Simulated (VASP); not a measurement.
Wanted: the native input for a VASP 6.6.1 run.

| Quantity | Value |
| --- | --- |
| Task | single point |
| Functional | PBE |
| Potentials or basis | VASP PAW PBE potentials, release 64 (Y_sv, Al, N) |
| Cutoff | 520 eV |
| k mesh | 6 × 6 × 6 |
| Occupations | gaussian, width 0.02 eV |
| Spin | no spin polarisation |
| Dipole correction | no |
| Further INCAR settings | ALGO = Normal; EDIFF = 1e-06; NBANDS = 44 |

The structure of YAl2N3 lies in POSCAR:

```
YAl2N3
1.0
    5.0911725045     -2.8899980130      0.0000000000
    5.0911725045      2.8899980130      0.0000000000
    0.0000000000      0.0000000000      5.1540760844
Y Al N
2 4 6
Direct
    0.3077377283      0.6922622717      0.4648593708
    0.6922622717      0.3077377283      0.9648593708
    0.0099919392      0.3405613663      0.4896589916
    0.6594386337      0.9900080608      0.4896589916
    0.9900080608      0.6594386337      0.9896589916
    0.3405613663      0.0099919392      0.9896589916
    0.0546183249      0.3316652958      0.8553977321
    0.6683347042      0.9453816751      0.8553977321
    0.9453816751      0.6683347042      0.3553977321
    0.3316652958      0.0546183249      0.3553977321
    0.2910044459      0.7089955541      0.9330281818
    0.7089955541      0.2910044459      0.4330281818
```

The input as run:

INCAR

```
ALGO = Normal ; EDIFF = 1E-6
ENCUT = 520 ; GGA = PE
ISIF = 2 ; ISMEAR = 0
LASPH = T ; LCHARG = T
LELF = T ; LREAL = F
LVHAR = T ; LWAVE = F
NBANDS = 44 ; NELM = 100
PREC = Accurate ; SIGMA = 0.02
```

KPOINTS

```
k-points
0
Gamma
  6 6 6
```

Potentials or basis: VASP PAW PBE potentials, release 64 (Y_sv, Al, N).

Launch:

```sh
$ cat potpaw_PBE.64/Y_sv/POTCAR potpaw_PBE.64/Al/POTCAR potpaw_PBE.64/N/POTCAR > POTCAR
$ mpirun -np 1 vasp_std > vasp.out
```

Results of the run:

* Pressure: -0.2 GPa
* Largest force: 0.006 eV/Å
* Band gap on the k mesh: 2.29 eV (least direct gap 2.46 eV)

Run time: 12 min on 1 thread of Intel Xeon 8259CL, with other jobs on the host, peak memory 0.5 GiB.
